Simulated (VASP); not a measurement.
A run of VASP 6.6.1:

The input INCAR:

```
PREC = Accurate ; ENCUT = 600
EDIFF = 1E-8 ; ISMEAR = 0
SIGMA = 0.01 ; LREAL = F
LASPH = T ; NELM = 100
ALGO = Normal ; ISIF = 3
LWAVE = F ; LCHARG = T
GGA = PS ; IBRION = 6
NFREE = 2 ; POTIM = 0.015
NSW = 1
```

KPOINTS

```
Automatic mesh
0
Gamma
  6 6 6
```

File POSCAR:

```
BaTe
1.0
    0.0000000000      3.1805801044      3.1805801044
    3.1805801044      0.0000000000      3.1805801044
    3.1805801044      3.1805801044      0.0000000000
Ba Te
1 1
Direct
    0.0000000000      0.0000000000      0.0000000000
    0.5000000000      0.5000000000      0.5000000000
```

Potentials or basis: VASP PAW PBE potentials, release 64 (Ba_sv, Te).

Command:

```sh
$ cat potpaw_PBE.64/Ba_sv/POTCAR potpaw_PBE.64/Te/POTCAR > POTCAR
$ mpirun -np 1 vasp_std > vasp.out
```

Hardware: 1 thread of Intel(R) Xeon(R) 6975P-C (Granite Rapids), on a shared host.

Problem. How long does it take, and how much memory?

Solution. It took 2.9 min on 1 thread of Intel(R) Xeon(R) 6975P-C (Granite Rapids), on a shared host, peak memory 0.29 GiB. Counts: scf iterations 174, k points 16.
